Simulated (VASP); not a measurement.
# TiSi3W (P-62m) in VASP: further runs

Runs on TiSi3W. Level: PBE. Tasks: single point, relaxation of cell and atoms.

Program: VASP 6.6.1. These are calculated values, not measurements. Logs are shortened: lines on timing, memory, paths and dates and some standing lists are left out, and cuts for length are marked.

**1. The cell of the first run**

The structure is hexagonal, space group P-62m (No. 189). The conventional cell has a = 4.730 Å, b = 4.730 Å, c = 4.192 Å, α = 90.00°, β = 90.00°, γ = 120.00°. Within 2.8 Å of Ti (site symmetry -62m) lie 2 W at 2.10 Å and 6 Si at 2.75 Å. Si (site symmetry m2m) has 1 W at 1.78 Å within 2.4 Å. W (site symmetry -62m) has 3 Si at 1.78 Å and 2 Ti at 2.10 Å within 2.4 Å.

The cell was built from a structure type or drawn by symmetry, and may not be a known phase.

**2. Single point, PBE**

INCAR reads:

```
SYSTEM = TiSi3W
PREC = Accurate
ENCUT = 520
EDIFF = 1E-7
ISMEAR = 0
SIGMA = 0.1
LREAL = .False.
LASPH = .True.
NELM = 100
ALGO = Normal
ISIF = 2
LWAVE = .False.
LCHARG = .False.
GGA = PE
NBANDS = 27
```

KPOINTS reads:

```
regular mesh
0
Gamma
  6 6 4
  0 0 0
```

POSCAR reads:

```
TiSi3W
1.0
    4.7303823400      0.0000000000      0.0000000000
   -2.3651911700      4.0966312800      0.0000000000
    0.0000000000      0.0000000000      4.1924566100
Ti Si W
1 3 1
Direct
    0.0000000000      0.0000000000      0.0000000000
    0.3761700000      0.0000000000      0.5000000000
    0.0000000000      0.3761700000      0.5000000000
    0.6238300000      0.6238300000      0.5000000000
    0.0000000000      0.0000000000      0.5000000000
```

Potentials or basis: VASP PAW PBE potentials, release 64 (Ti_sv, Si, W_sv).

The run is started by

```bash
$ cat potpaw_PBE.64/Ti_sv/POTCAR potpaw_PBE.64/Si/POTCAR potpaw_PBE.64/W_sv/POTCAR > POTCAR
$ mpirun -np 1 vasp_std > vasp.out
```

OUTCAR:

```text
SYSTEM = TiSi3W
   PREC = Accurate
   ENCUT = 520
   EDIFF = 1E-7
   ISMEAR = 0
   LREAL = .False.
   LASPH = .True.
   NELM = 100
   ISIF = 2
   GGA = PE

 ion  position               nearest neighbor table
   1  0.000  0.000  0.000-   5 2.10   5 2.10   2 2.75   2 2.75   4 2.75   3 2.75   4 2.75   3 2.75

   2  0.376  0.000  0.500-   5 1.78   4 2.57   3 2.57   4 2.57   3 2.57   1 2.75   1 2.75   5 2.95
                             3 3.08   4 3.08
   3  0.000  0.376  0.500-   5 1.78   4 2.57   4 2.57   2 2.57   2 2.57   1 2.75   1 2.75   5 2.95
                             2 3.08   4 3.08
   4  0.624  0.624  0.500-   5 1.78   3 2.57   3 2.57   2 2.57   2 2.57   1 2.75   1 2.75   5 2.95
                             2 3.08   3 3.08
   5  0.000  0.000  0.500-   2 1.78   3 1.78   4 1.78   1 2.10   1 2.10   2 2.95   3 2.95   4 2.95

  LATTYP: Found a hexagonal cell.
 ALAT       =     4.7303823400
 C/A-ratio  =     0.8862828221

  Lattice vectors:

 A1 = (   4.7303823400,   0.0000000000,   0.0000000000)
 A2 = (  -2.3651911700,   4.0966312800,   0.0000000000)
 A3 = (   0.0000000000,   0.0000000000,   4.1924566100)

Analysis of symmetry for initial positions (statically):
=====================================================================
 Subroutine PRICEL returns:
 Original cell was already a primitive cell.

 Routine SETGRP: Setting up the symmetry group for a
 hexagonal supercell.

 Subroutine GETGRP returns: Found 12 space group operations
 (whereof 12 operations were pure point group operations)
 out of a pool of 24 trial point group operations.

The static configuration has the point symmetry D_3h.

Analysis of symmetry for dynamics (positions and initial velocities):
=====================================================================
 Subroutine PRICEL returns:
 Original cell was already a primitive cell.

 Routine SETGRP: Setting up the symmetry group for a
 hexagonal supercell.

 Subroutine GETGRP returns: Found 12 space group operations
 (whereof 12 operations were pure point group operations)
 out of a pool of 24 trial point group operations.

The dynamic configuration has the point symmetry D_3h.

 Subroutine INISYM returns: Found 12 space group operations
 (whereof 12 operations are pure point group operations),
 and found     1 'primitive' translations

----------------------------------------------------------------------------------------

                                     Primitive cell

  volume of cell :      81.2441

  direct lattice vectors                    reciprocal lattice vectors
     4.730382340  0.000000000  0.000000000     0.211399402  0.122051502  0.000000000
    -2.365191170  4.096631280  0.000000000     0.000000000  0.244103004  0.000000000
     0.000000000  0.000000000  4.192456610     0.000000000  0.000000000  0.238523637

  length of vectors
     4.730382340  4.730382343  4.192456610     0.244103004  0.244103004  0.238523637

  position of ions in fractional coordinates (direct lattice)
     0.000000000  0.000000000  0.000000000
     0.376170000  0.000000000  0.500000000
     0.000000000  0.376170000  0.500000000
     0.623830000  0.623830000  0.500000000
     0.000000000  0.000000000  0.500000000

  ion indices of the primitive-cell ions
   primitive index   ion index
                 1           1
                 2           2
                 3           3
                 4           4
                 5           5

----------------------------------------------------------------------------------------

 KPOINTS: regular mesh

Automatic generation of k-mesh.
 Grid dimensions read from file:
 generate k-points for:    6    6    4

 Generating k-lattice:

  Cartesian coordinates                     Fractional coordinates (reciprocal lattice)
     0.035233234  0.020341917  0.000000000     0.166666667  0.000000000  0.000000000
     0.000000000  0.040683834  0.000000000     0.000000000  0.166666667  0.000000000
     0.000000000  0.000000000  0.059630909     0.000000000  0.000000000  0.250000000

  Length of vectors
     0.040683834  0.040683834  0.059630909

  Shift w.r.t. Gamma in fractional coordinates (k-lattice)
     0.000000000  0.000000000  0.000000000

 Subroutine IBZKPT returns following result:
 ===========================================

 Found     21 irreducible k-points:

 Following reciprocal coordinates:
            Coordinates               Weight
  0.000000  0.000000  0.000000      1.000000
  0.166667 -0.000000  0.000000      6.000000
  0.333333  0.000000  0.000000      6.000000
  0.500000 -0.000000  0.000000      3.000000
  0.166667  0.166667  0.000000      6.000000
  0.333333  0.166667  0.000000     12.000000
[... 13 lines left out ...]
  0.333333  0.166667  0.500000     12.000000
  0.333333  0.333333  0.500000      2.000000
   k-points           NKPTS =     21   k-points in BZ     NKDIM =     21   number of bands    NBANDS=     27
   number of dos      NEDOS =    301   number of ions     NIONS =      5
   total plane-waves  NPLWV =  41472
   dimension x,y,z NGX =    36 NGY =   36 NGZ =   32
   dimension x,y,z NGXF=    72 NGYF=   72 NGZF=   64
   ions per type =               1   3   1
   NGX,Y,Z   is equivalent  to a cutoff of  12.65, 12.65, 12.69 a.u.
   NGXF,Y,Z  is equivalent  to a cutoff of  25.30, 25.30, 25.38 a.u.
 SYSTEM =  TiSi3W
   PREC   = accura    normal or accurate (medium, high low for compatibility)
   ISTART =      0    job   : 0-new  1-cont  2-samecut
   ICHARG =      2    charge: 1-file 2-atom 10-const
   ISPIN  =      1    spin polarized calculation?
   LNONCOLLINEAR =      F non collinear calculations
   LSORBIT =      F    spin-orbit coupling
   LASPH  =      T    aspherical Exc in radial PAW
   ENCUT  =  520.0 eV  38.22 Ry    6.18 a.u.   8.80  8.80  7.80*2*pi/ulx,y,z
   NELM   =    100;   NELMIN=  2; NELMDL= -5     # of ELM steps
   EDIFF  = 0.1E-06   stopping-criterion for ELM
   LREAL  =      F    real-space projection
   EDIFFG = 0.1E-05   stopping-criterion for IOM
   NSW    =      0    number of steps for IOM
   IBRION =     -1    ionic relax: 0-MD 1-quasi-New 2-CG
   NFREE  =      0    steps in history (QN), initial steepest desc. (CG)
   ISIF   =      2    stress and relaxation
   ISYM   =      2    0-nonsym 1-usesym 2-fastsym
   POTIM  = 0.5000    time-step for ionic-motion
   TEBEG  =    0.0;   TEEND  =   0.0 temperature during run
   PSTRESS=    0.0 pullay stress
   NELECT =      38.0000    total number of electrons
   NUPDOWN=      -1.0000    fix difference up-down
   EMIN   =  10.00;   EMAX   =-10.00  energy-range for DOS
   EFERMI =   0.00;   METHOD = LEGACY
   ISMEAR =     0;   SIGMA  =   0.10  broadening in eV -4-tet -1-fermi 0-gaus
   EFERMI_NEDOS =   21; number of points for ismear=-14 and -15
   IALGO  =     38    algorithm
   IMIX   =      4    mixing-type and parameters
     AMIX     =   0.40;   BMIX     =  1.00
     AMIX_MAG =   1.60;   BMIX_MAG =  1.00
  volume/ion in A,a.u.               =      16.25       109.65
  Fermi-wavevector in a.u.,A,eV,Ry     =   1.270785  2.401436 21.971979  1.614895
  Thomas-Fermi vector in A             =   2.403754
   LORBIT       =      0    0 simple, 1 ext, 2 COOP (PROOUT), +10 PAW based schemes
   GGA     = PE    functional components
   LHFCALC =     F    Hartree Fock is set to
   AEXX    =    0.0000 exact exchange contribution
   IVDW    =     0    specifies the selected vdW correction
   LEPSILON=     F    determine dielectric tensor
   LRPA    =     F    only Hartree local field effects (RPA)
 non-spin polarized calculation
 Gauss-broadening in eV      SIGMA  =   0.10
  energy-cutoff  :      520.00
  volume of cell :       81.24
 maximum number of plane-waves:      2205
 NGX is ok and might be reduce to    36
   NGX = 17   NGY = 17   NGZ = 15

 number of electron      37.9999999 magnetization

 Free energy of the ion-electron system (eV)
  ---------------------------------------------------
  ext. energy  EPLUGINS =         0.00000000
  ---------------------------------------------------
  free energy    TOTEN  =       -13.86908042 eV

  energy without entropy =      -13.85618605  energy(sigma->0) =      -13.86263323

 E-fermi :   8.9775     XC(G=0): -10.8342

 val. band max:        8.8553794653   @ k =   0.0000   0.0000   0.2500
 cond. band min:       9.0097908606   @ k =   0.1667   0.1667   0.2500
 fundamental gap:      0.1544113954
 Fermi energy:         8.9774593699

 k-point     1 :       0.0000    0.0000    0.0000
  band No.  band energies     occupation
      1     -64.4267      2.00000
      2     -48.2033      2.00000
      3     -30.4278      2.00000
      4     -30.0209      2.00000
      5     -30.0209      2.00000
      6     -24.3784      2.00000
[... 19 lines left out ...]
     26      12.2657      0.00000
     27      13.8601      0.00000

 k-point     2 :       0.1667   -0.0000    0.0000
  band No.  band energies     occupation
      1     -64.4267      2.00000
      2     -48.2032      2.00000
      3     -30.4277      2.00000
      4     -30.0237      2.00000
      5     -30.0218      2.00000
      6     -24.3788      2.00000
[... 19 lines left out ...]
     26      12.4181      0.00000
     27      13.7348      0.00000

 k-point     3 :       0.3333    0.0000    0.0000
  band No.  band energies     occupation
      1     -64.4266      2.00000
      2     -48.2032      2.00000
      3     -30.4277      2.00000
      4     -30.0292      2.00000
      5     -30.0235      2.00000
      6     -24.3798      2.00000
[... 19 lines left out ...]
     26      12.7989      0.00000
     27      13.7209      0.00000

 k-point     4 :       0.5000   -0.0000    0.0000
  band No.  band energies     occupation
      1     -64.4265      2.00000
      2     -48.2032      2.00000
      3     -30.4276      2.00000
      4     -30.0319      2.00000
      5     -30.0244      2.00000
      6     -24.3802      2.00000
[... 19 lines left out ...]
     26      12.2694      0.00000
     27      12.8670      0.00000

 k-point     5 :       0.1667    0.1667    0.0000
  band No.  band energies     occupation
      1     -64.4266      2.00000
      2     -48.2032      2.00000
      3     -30.4277      2.00000
      4     -30.0273      2.00000
      5     -30.0236      2.00000
      6     -24.3795      2.00000
[... 19 lines left out ...]
     26      12.6244      0.00000
     27      13.7163      0.00000

 k-point     6 :       0.3333    0.1667    0.0000
  band No.  band energies     occupation
      1     -64.4265      2.00000
      2     -48.2032      2.00000
      3     -30.4276      2.00000
      4     -30.0307      2.00000
      5     -30.0257      2.00000
      6     -24.3800      2.00000
[... 354 lines left out ...]
      1     -64.4245      2.00000
      2     -48.2721      2.00000
      3     -30.0088      2.00000
      4     -30.0013      2.00000
      5     -29.1524      2.00000
      6     -25.1309      2.00000
[... 19 lines left out ...]
     26      12.2612      0.00000
     27      12.6751      0.00000

 k-point    19 :       0.1667    0.1667    0.5000
  band No.  band energies     occupation
      1     -64.4246      2.00000
      2     -48.2721      2.00000
      3     -30.0042      2.00000
      4     -30.0005      2.00000
      5     -29.1524      2.00000
      6     -25.1310      2.00000
[... 19 lines left out ...]
     26      11.8549      0.00000
     27      12.9558      0.00000

 k-point    20 :       0.3333    0.1667    0.5000
  band No.  band energies     occupation
      1     -64.4245      2.00000
      2     -48.2721      2.00000
      3     -30.0075      2.00000
      4     -30.0026      2.00000
      5     -29.1524      2.00000
      6     -25.1309      2.00000
[... 19 lines left out ...]
     26      11.5508      0.00000
     27      13.0195      0.00000

 k-point    21 :       0.3333    0.3333    0.5000
  band No.  band energies     occupation
      1     -64.4245      2.00000
      2     -48.2721      2.00000
      3     -30.0059      2.00000
      4     -30.0059      2.00000
      5     -29.1524      2.00000
      6     -25.1308      2.00000
[... 19 lines left out ...]
     26      11.8471      0.00000
     27      11.8471      0.00000

------------------------ aborting loop because EDIFF is reached ----------------------------------------

  FORCE on cell =-STRESS in cart. coord.  units (eV):
  Direction    XX          YY          ZZ          XY          YZ          ZX
  --------------------------------------------------------------------------------------
  -------------------------------------------------------------------------------------
  Total       62.7588219     62.7588220     29.1566231      0.0000000     -0.0000000      0.0000000
  in kB     1237.6380904   1237.6380928    574.9844611      0.0000000     -0.0000000      0.0000000
  external PRESSURE =    1016.7535481 kB  Pullay stress =       0.0000000 kB

 VOLUME and BASIS-vectors are now :
 -----------------------------------------------------------------------------
  energy-cutoff  :      520.00
  volume of cell :       81.24
      direct lattice vectors                 reciprocal lattice vectors
     4.730382340  0.000000000  0.000000000     0.211399402  0.122051502  0.000000000
    -2.365191170  4.096631280  0.000000000     0.000000000  0.244103004  0.000000000
     0.000000000  0.000000000  4.192456610     0.000000000  0.000000000  0.238523637

 POSITION                                       TOTAL-FORCE (eV/Angst)
 -----------------------------------------------------------------------------------
      0.00000      0.00000      0.00000         0.000000      0.000000      0.000000
      1.77943      0.00000      2.09623        24.287151     -0.000000     -0.000000
     -0.88971      1.54103      2.09623       -12.143576     21.033290      0.000000
      1.47548      2.55560      2.09623       -12.143576    -21.033290      0.000000
      0.00000      0.00000      2.09623         0.000000     -0.000000      0.000000
 -----------------------------------------------------------------------------------
    total drift:                               -0.000000      0.000000     -0.000000

  FREE ENERGIE OF THE ION-ELECTRON SYSTEM (eV)
  ---------------------------------------------------
  free  energy   TOTEN  =       -13.8690804195 eV

  energy  without entropy=      -13.8561860470  energy(sigma->0) =      -13.86263323
```

Run time: 49 s. Hardware: 1 thread of Intel Xeon Platinum 8259CL at 2.50GHz (Skylake/Cascade Lake), shared host; peak memory 0.22 GiB.

Results:

```yaml
Free_energy: -13.8691 eV
Pressure: 101.7 GPa
Largest_force: 24.287 eV/Å
Band_gap_on_the_k_mesh: zero (bands 19 and 20 overlap by 1.45 eV)
```

Forces on the atoms (eV/Å):
```
Ti    0.000   0.000   0.000
Si   24.287   0.000   0.000
Si  -12.144  21.033   0.000
Si  -12.144 -21.033   0.000
W     0.000   0.000   0.000
```

Stress tensor (GPa, compression positive):
```
123.76   0.00   0.00
  0.00 123.76   0.00
  0.00   0.00  57.50
```

Caveat: the k points lie up to 0.37 Å⁻¹ apart, too coarse for converged energies and pressures of a metal; atoms lie so close that the PAW spheres overlap strongly, which falsifies energies and pressures; spin-orbit coupling is left out, which moves the levels of the heavy elements; forces of over 1 eV/Å act on the atoms, so gaps and moduli don't describe the material at rest.

(Part 1 of 2 ends here.)
